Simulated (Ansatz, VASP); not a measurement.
## Hf: VASP beside Ansatz

```
CELL_PARAMETERS angstrom
3.10080 0.00000 0.00000
-1.55040 2.68537 0.00000
0.00000 0.00000 5.05780
ATOMIC_POSITIONS crystal
Hf 0.33333 0.66667 0.25000
Hf 0.66667 0.33333 0.75000
```

Change from the starting cell: equal xx and yy strain of -3 %, crystal datasets.

Alike in both runs: task electric field gradients; functional PBE; k mesh 13 × 13 × 7; occupations fermi-dirac, width 0.05 eV; no spin polarisation.

```csv
,VASP,Ansatz
version,VASP 6.6.1,Ansatz 0.2.0
potentials or method,"VASP PAW PBE potentials, release 64 (Hf_pv), cutoff 400 eV","all-electron PAW with datasets made for the crystal, scalar-relativistic"
```

Ansatz gave:

* pressure (GPa): 8.1
* traceless stress, the component that is largest in VASP (GPa): -2.58
* size of Vzz on the site where it differs most (V/Å²): 68.5

Which values does VASP return?

Pressure (GPa): 7.5; traceless stress, the component that is largest in VASP (GPa): -2.66; size of Vzz on the site where it differs most (V/Å²): 59.9.

Ansatz ran all-electron here, and VASP with PAW potentials.

Spin-orbit coupling is off throughout.
